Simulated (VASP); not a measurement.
# MgI2 (P-3m1) in VASP: single point with PBEsol

Aim: the single point of MgI2 with PBEsol.

Everything below comes from runs of VASP 6.6.1. Logs are shortened: lines on timing, memory, paths and dates and some standing lists are left out, and cuts for length are marked.

### Step 1. The cell of the first run

The structure is trigonal, space group P-3m1 (No. 164). Conventional cell: a = 4.154 Å, b = 4.154 Å, c = 6.862 Å, α = 90.00°, β = 90.00°, γ = 120.00°. Mg (site symmetry -3m) has 6 I at 2.92 Å within 3.8 Å. Within 3.8 Å of I (site symmetry 3m) lie 3 Mg at 2.92 Å.

### Step 2. Single point, PBEsol

INCAR reads:

```
SYSTEM = MgI2
  PREC = Accurate
  ENCUT = 520
  EDIFF = 1E-7
  ISMEAR = 0
  SIGMA = 0.05
  LREAL = .False.
  LASPH = .True.
  NELM = 100
  ALGO = Normal
  ISIF = 2
  LWAVE = .False.
  LCHARG = .True.
  GGA = PS
  LELF = .True.
  LVHAR = .True.
  NBANDS = 15
```

KPOINTS reads:

```
Automatic mesh
0
Gamma
  6 6 4
  0 0 0
```

POSCAR reads:

```
MgI2
1.0
    4.1537001214      0.0000000000      0.0000000000
   -2.0768500607      3.5972098248      0.0000000000
    0.0000000000      0.0000000000      6.8620000000
Mg I
1 2
Direct
    0.0000000000      0.0000000000      0.0000000000
    0.3333333333      0.6666666667      0.7576300000
    0.6666666667      0.3333333333      0.2423700000
```

Potentials or basis: VASP PAW PBE potentials, release 64 (Mg, I).

Started as:

```
> cat potpaw_PBE.64/Mg/POTCAR potpaw_PBE.64/I/POTCAR > POTCAR
> mpirun -np 1 vasp_std > vasp.out
```

OUTCAR:

```text
SYSTEM = MgI2
   PREC = Accurate
   ENCUT = 520
   EDIFF = 1E-7
   ISMEAR = 0
   LREAL = .False.
   LASPH = .True.
   NELM = 100
   ISIF = 2
   GGA = PS

 ion  position               nearest neighbor table
   1  0.000  0.000  0.000-   2 2.92   3 2.92   2 2.92   3 2.92   3 2.92   2 2.92
   2  0.333  0.667  0.758-   1 2.92   1 2.92   1 2.92
   3  0.667  0.333  0.242-   1 2.92   1 2.92   1 2.92

  LATTYP: Found a hexagonal cell.
 ALAT       =     4.1537001214
 C/A-ratio  =     1.6520210413

  Lattice vectors:

 A1 = (   4.1537001214,   0.0000000000,   0.0000000000)
 A2 = (  -2.0768500607,   3.5972098248,   0.0000000000)
 A3 = (   0.0000000000,   0.0000000000,   6.8620000000)

Analysis of symmetry for initial positions (statically):
=====================================================================
 Subroutine PRICEL returns:
 Original cell was already a primitive cell.

 Routine SETGRP: Setting up the symmetry group for a
 hexagonal supercell.

 Subroutine GETGRP returns: Found 12 space group operations
 (whereof 12 operations were pure point group operations)
 out of a pool of 24 trial point group operations.

The static configuration has the point symmetry D_3d.

Analysis of symmetry for dynamics (positions and initial velocities):
=====================================================================
 Subroutine PRICEL returns:
 Original cell was already a primitive cell.

 Routine SETGRP: Setting up the symmetry group for a
 hexagonal supercell.

 Subroutine GETGRP returns: Found 12 space group operations
 (whereof 12 operations were pure point group operations)
 out of a pool of 24 trial point group operations.

The dynamic configuration has the point symmetry D_3d.

 Subroutine INISYM returns: Found 12 space group operations
 (whereof 12 operations are pure point group operations),
 and found     1 'primitive' translations

----------------------------------------------------------------------------------------

                                     Primitive cell

  volume of cell :     102.5302

  direct lattice vectors                    reciprocal lattice vectors
     4.153700121  0.000000000  0.000000000     0.240749205  0.138996618  0.000000000
    -2.076850061  3.597209825  0.000000000     0.000000000  0.277993236  0.000000000
     0.000000000  0.000000000  6.862000000     0.000000000  0.000000000  0.145730108

  length of vectors
     4.153700121  4.153700121  6.862000000     0.277993236  0.277993236  0.145730108

  position of ions in fractional coordinates (direct lattice)
     0.000000000  0.000000000  0.000000000
     0.333333333  0.666666667  0.757630000
     0.666666667  0.333333333  0.242370000

  ion indices of the primitive-cell ions
   primitive index   ion index
                 1           1
                 2           2
                 3           3

----------------------------------------------------------------------------------------

 KPOINTS: Automatic mesh

Automatic generation of k-mesh.
 Grid dimensions read from file:
 generate k-points for:    6    6    4

 Generating k-lattice:

  Cartesian coordinates                     Fractional coordinates (reciprocal lattice)
     0.040124867  0.023166103  0.000000000     0.166666667 -0.000000000  0.000000000
     0.000000000  0.046332206  0.000000000     0.000000000  0.166666667  0.000000000
     0.000000000  0.000000000  0.036432527     0.000000000  0.000000000  0.250000000

  Length of vectors
     0.046332206  0.046332206  0.036432527

  Shift w.r.t. Gamma in fractional coordinates (k-lattice)
     0.000000000  0.000000000  0.000000000

 Subroutine IBZKPT returns following result:
 ===========================================

 Found     24 irreducible k-points:

 Following reciprocal coordinates:
            Coordinates               Weight
  0.000000  0.000000  0.000000      1.000000
  0.166667  0.000000  0.000000      6.000000
  0.333333  0.000000  0.000000      6.000000
  0.500000  0.000000  0.000000      3.000000
  0.166667  0.166667  0.000000      6.000000
  0.333333  0.166667  0.000000     12.000000
[... 16 lines left out ...]
  0.333333  0.166667  0.500000     12.000000
  0.333333  0.333333  0.500000      2.000000
   k-points           NKPTS =     24   k-points in BZ     NKDIM =     24   number of bands    NBANDS=     15
   number of dos      NEDOS =    301   number of ions     NIONS =      3
   total plane-waves  NPLWV =  55296
   dimension x,y,z NGX =    32 NGY =   32 NGZ =   54
   dimension x,y,z NGXF=    64 NGYF=   64 NGZF=  108
   ions per type =               1   2
   NGX,Y,Z   is equivalent  to a cutoff of  12.81, 12.81, 13.08 a.u.
   NGXF,Y,Z  is equivalent  to a cutoff of  25.62, 25.62, 26.17 a.u.
 SYSTEM =  MgI2
   PREC   = accura    normal or accurate (medium, high low for compatibility)
   ISTART =      0    job   : 0-new  1-cont  2-samecut
   ICHARG =      2    charge: 1-file 2-atom 10-const
   ISPIN  =      1    spin polarized calculation?
   LNONCOLLINEAR =      F non collinear calculations
   LSORBIT =      F    spin-orbit coupling
   LASPH  =      T    aspherical Exc in radial PAW
   ENCUT  =  520.0 eV  38.22 Ry    6.18 a.u.   7.72  7.72 12.76*2*pi/ulx,y,z
   NELM   =    100;   NELMIN=  2; NELMDL= -5     # of ELM steps
   EDIFF  = 0.1E-06   stopping-criterion for ELM
   LREAL  =      F    real-space projection
   EDIFFG = 0.1E-05   stopping-criterion for IOM
   NSW    =      0    number of steps for IOM
   IBRION =     -1    ionic relax: 0-MD 1-quasi-New 2-CG
   NFREE  =      0    steps in history (QN), initial steepest desc. (CG)
   ISIF   =      2    stress and relaxation
   ISYM   =      2    0-nonsym 1-usesym 2-fastsym
   POTIM  = 0.5000    time-step for ionic-motion
   TEBEG  =    0.0;   TEEND  =   0.0 temperature during run
   PSTRESS=    0.0 pullay stress
   NELECT =      16.0000    total number of electrons
   NUPDOWN=      -1.0000    fix difference up-down
   EMIN   =  10.00;   EMAX   =-10.00  energy-range for DOS
   EFERMI =   0.00;   METHOD = LEGACY
   ISMEAR =     0;   SIGMA  =   0.05  broadening in eV -4-tet -1-fermi 0-gaus
   EFERMI_NEDOS =   21; number of points for ismear=-14 and -15
   IALGO  =     38    algorithm
   IMIX   =      4    mixing-type and parameters
     AMIX     =   0.40;   BMIX     =  1.00
     AMIX_MAG =   1.60;   BMIX_MAG =  1.00
  volume/ion in A,a.u.               =      34.18       230.64
  Fermi-wavevector in a.u.,A,eV,Ry     =   0.881382  1.665571 10.569477  0.776835
  Thomas-Fermi vector in A             =   2.001871
   LORBIT       =      0    0 simple, 1 ext, 2 COOP (PROOUT), +10 PAW based schemes
   GGA     = PS    functional components
   LHFCALC =     F    Hartree Fock is set to
   AEXX    =    0.0000 exact exchange contribution
   IVDW    =     0    specifies the selected vdW correction
   LEPSILON=     F    determine dielectric tensor
   LRPA    =     F    only Hartree local field effects (RPA)
 non-spin polarized calculation
 Gauss-broadening in eV      SIGMA  =   0.05
  energy-cutoff  :      520.00
  volume of cell :      102.53
 maximum number of plane-waves:      2798
 NGX is ok and might be reduce to    32
   NGX = 15   NGY = 15   NGZ = 25

 number of electron      16.0000001 magnetization

 Free energy of the ion-electron system (eV)
  ---------------------------------------------------
  ext. energy  EPLUGINS =         0.00000000
  ---------------------------------------------------
  free energy    TOTEN  =        -8.41937579 eV

  energy without entropy =       -8.41937579  energy(sigma->0) =       -8.41937579

 E-fermi :   2.4736     XC(G=0):  -8.3739

 val. band max:        2.2358705424   @ k =   0.0000   0.0000   0.0000
 cond. band min:       5.6846327977   @ k =   0.5000   0.0000   0.2500
 fundamental gap:      3.4487622553
 Fermi energy:         2.4736426794

 k-point     1 :       0.0000    0.0000    0.0000
  band No.  band energies     occupation
      1      -9.8990      2.00000
      2      -9.1792      2.00000
      3      -1.3573      2.00000
      4       1.7546      2.00000
      5       1.7546      2.00000
      6       2.1437      2.00000
      7       2.1437      2.00000
      8       2.2359      2.00000
      9       5.8051      0.00000
     10       6.8574      0.00000
     11       8.8546      0.00000
     12       8.8546      0.00000
     13       9.6204      0.00000
     14      10.2996      0.00000
     15      10.2996      0.00000

 k-point     2 :       0.1667    0.0000    0.0000
  band No.  band energies     occupation
      1      -9.7569      2.00000
      2      -9.1076      2.00000
      3      -1.1618      2.00000
      4       0.7480      2.00000
      5       1.2712      2.00000
      6       1.4400      2.00000
      7       2.0885      2.00000
      8       2.1336      2.00000
      9       6.7187      0.00000
     10       7.5035      0.00000
     11       8.3283      0.00000
     12       9.2267      0.00000
     13       9.3374      0.00000
     14      10.1314      0.00000
     15      10.6877      0.00000

 k-point     3 :       0.3333    0.0000    0.0000
  band No.  band energies     occupation
      1      -9.4176      2.00000
      2      -8.9828      2.00000
      3      -0.9897      2.00000
      4      -0.4169      2.00000
      5       0.2327      2.00000
      6       0.9947      2.00000
      7       1.7406      2.00000
      8       1.8748      2.00000
      9       6.2162      0.00000
     10       7.5746      0.00000
     11       8.0511      0.00000
     12       9.2585      0.00000
     13       9.7608      0.00000
     14      10.8337      0.00000
     15      11.1907      0.00000
[... 343 lines left out ...]
 k-point    23 :       0.3333    0.1667    0.5000
  band No.  band energies     occupation
      1      -9.1320      2.00000
      2      -9.0166      2.00000
      3      -1.2523      2.00000
      4      -0.7880      2.00000
      5       0.2469      2.00000
      6       0.6512      2.00000
      7       1.5052      2.00000
      8       1.6385      2.00000
      9       6.4741      0.00000
     10       7.7082      0.00000
     11       8.3862      0.00000
     12       9.0296      0.00000
     13       9.2577      0.00000
     14      10.4040      0.00000
     15      11.3324      0.00000

 k-point    24 :       0.3333    0.3333    0.5000
  band No.  band energies     occupation
      1      -9.0056      2.00000
      2      -9.0056      2.00000
      3      -0.9820      2.00000
      4      -0.5944      2.00000
      5      -0.5944      2.00000
      6      -0.0238      2.00000
      7       1.6727      2.00000
      8       1.6727      2.00000
      9       7.0233      0.00000
     10       7.8998      0.00000
     11       7.8998      0.00000
     12       9.4682      0.00000
     13      10.4504      0.00000
     14      10.7148      0.00000
     15      10.9221      0.00000

------------------------ aborting loop because EDIFF is reached ----------------------------------------

  FORCE on cell =-STRESS in cart. coord.  units (eV):
  Direction    XX          YY          ZZ          XY          YZ          ZX
  --------------------------------------------------------------------------------------
  -------------------------------------------------------------------------------------
  Total       -0.2128562     -0.2128562      0.0322098     -0.0000000     -0.0000000      0.0000000
  in kB       -3.3261767     -3.3261767      0.5033227     -0.0000000     -0.0000000      0.0000000
  external PRESSURE =      -2.0496769 kB  Pullay stress =       0.0000000 kB

 VOLUME and BASIS-vectors are now :
 -----------------------------------------------------------------------------
  energy-cutoff  :      520.00
  volume of cell :      102.53
      direct lattice vectors                 reciprocal lattice vectors
     4.153700121  0.000000000  0.000000000     0.240749205  0.138996618  0.000000000
    -2.076850061  3.597209825  0.000000000     0.000000000  0.277993236  0.000000000
     0.000000000  0.000000000  6.862000000     0.000000000  0.000000000  0.145730108

 POSITION                                       TOTAL-FORCE (eV/Angst)
 -----------------------------------------------------------------------------------
      0.00000      0.00000      0.00000        -0.000000      0.000000      0.000000
     -0.00000      2.39814      5.19886         0.000000      0.000000      0.039287
      2.07685      1.19907      1.66314        -0.000000     -0.000000     -0.039287
 -----------------------------------------------------------------------------------
    total drift:                               -0.000000      0.000000     -0.000000

  FREE ENERGIE OF THE ION-ELECTRON SYSTEM (eV)
  ---------------------------------------------------
  free  energy   TOTEN  =        -8.4193757906 eV

  energy  without entropy=       -8.4193757906  energy(sigma->0) =       -8.41937579
```

Run time: 35 s. Hardware: 1 thread of Intel Xeon Platinum 8488C (Sapphire Rapids), shared host; peak memory 0.24 GiB.

What came out:

- Free energy: -8.4194 eV
- Pressure: -0.2 GPa
- Largest force: 0.039 eV/Å
- Band gap on the k mesh: 3.45 eV, indirect (least direct gap 3.57 eV)

Forces in eV/Å, atoms in the order of the input:
```
Mg   0.000  0.000  0.000
I    0.000  0.000  0.039
I    0.000  0.000 -0.039
```

Levels at points of the mesh, in eV from the valence-band top:
```tsv
k point	band 4	band 5	band 6	band 7	band 8	band 9	band 10	band 11	band 12	band 13
(0.00, 0.00, 0.00)	-0.48	-0.48	-0.09	-0.09	0.00	3.57	4.62	6.62	6.62	7.38
(0.50, 0.00, 0.00)	-2.87	-1.91	-1.42	-0.94	-0.48	3.56	5.20	5.40	6.88	7.94
(0.00, 0.00, 0.50)	-1.48	-0.38	-0.38	-0.20	-0.20	4.55	4.71	6.44	6.44	7.72
(0.50, 0.00, 0.50)	-3.26	-1.25	-1.16	-0.82	-0.72	3.47	5.08	5.57	5.97	7.67
```

Caveat: the PAW data sets were made with another functional, which shifts forces and pressure a little; spin-orbit coupling is left out, which moves the levels of the heavy elements; this functional lacks dispersion, which binds the layers, so the pressure and a relaxed spacing across them are unreliable. Expect the measured gap to be larger: semilocal functionals such as PBEsol lack the derivative discontinuity.
